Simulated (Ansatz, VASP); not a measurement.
## One calculation of Sn2GeO3, two programs

Contents of INCAR:

```
ALGO = Normal
EDIFF = 1E-7
EDIFFG = -0.04
ENCUT = 600
GGA = PE
IBRION = 2
ISIF = 3
ISMEAR = 0
LASPH = T
LCHARG = F
LREAL = F
LWAVE = F
NELM = 100
NSW = 90
PREC = Accurate
SIGMA = 0.1
```

KPOINTS

```
k-points
0
Gamma
  4 4 4
```

The input POSCAR:

```
Sn2GeO3
1.0
    2.4324772800     -5.1463429900      0.0000000000
    2.4324772800      5.1463429900      0.0000000000
    0.0000000000      0.0000000000      3.8307206900
Sn Ge O
2 1 3
Direct
    0.6549724500      0.3450275500      0.5000000000
    0.3450275500      0.6549724500      0.5000000000
    0.0000000000      0.0000000000      0.0000000000
    0.1453886600      0.8546113400      0.5000000000
    0.8546113400      0.1453886600      0.5000000000
    0.5000000000      0.5000000000      0.0000000000
```

Input for Ansatz:

```yaml
crystal:
  lattice:
    - [2.43247728, -5.14634299, 0.0]
    - [2.43247728, 5.14634299, 0.0]
    - [0.0, 0.0, 3.83072069]
  atoms:
    - { symbol: Sn, position: [0.65497245, 0.34502755, 0.5] }
    - { symbol: Sn, position: [0.34502755, 0.65497245, 0.5] }
    - { symbol: Ge, position: [0.0, 0.0, 0.0] }
    - { symbol: O, position: [0.14538866, 0.85461134, 0.5] }
    - { symbol: O, position: [0.85461134, 0.14538866, 0.5] }
    - { symbol: O, position: [0.5, 0.5, 0.0] }
basis:
  ecutwfc: 420
kpoints:
  mp_grid: { grid: [4, 4, 4] }
hamiltonian:
  xc: pbe
scf:
  occupations: { method: gaussian, width: 0.1 }
  lower_state_search: "off"
output:
  forces: true
  stress: true
  eigenvalues: true
relax:
  adjacent_minimum: "off"
  f_tol: 0.04
  max_steps: 70
  cell: { stress_tol: 0.4 }
```

Change from the starting cell: species swapped into the Li2CeO3 type (Cmmm, No. 65).

Alike in both runs: task relaxation of cell and atoms; functional PBE; k mesh 4 × 4 × 4; occupations gaussian, width 0.1 eV; no spin polarisation.

|  | VASP | Ansatz |
| --- | --- | --- |
| version | VASP 6.6.1 | Ansatz 0.2.0 |
| potentials or method | VASP PAW PBE potentials, release 64 (Sn_d, Ge_d, O), cutoff 600 eV | scalar-relativistic, plane waves, PAW |
| valence electrons in the cell | 60 | 60 |

|  | VASP | Ansatz | Ansatz less VASP |
| --- | --- | --- | --- |
| gap on the k mesh at the Fermi level, each at its own relaxed structure (eV) | none | none | - |
| relaxed volume (Å³/atom) | 15.29 | 15.95 | +0.660 |
| relaxed length of the cell vector where the two differ most in proportion (Å) | 7.488 | 8.929 | +1.4407 |

A gap of «none» marks a metal or a gap that the smearing closes. One of these differences is far larger than is usual between the two programs; its cause wasn't traced.

The k mesh is coarse, so the values compare programs but aren't converged.
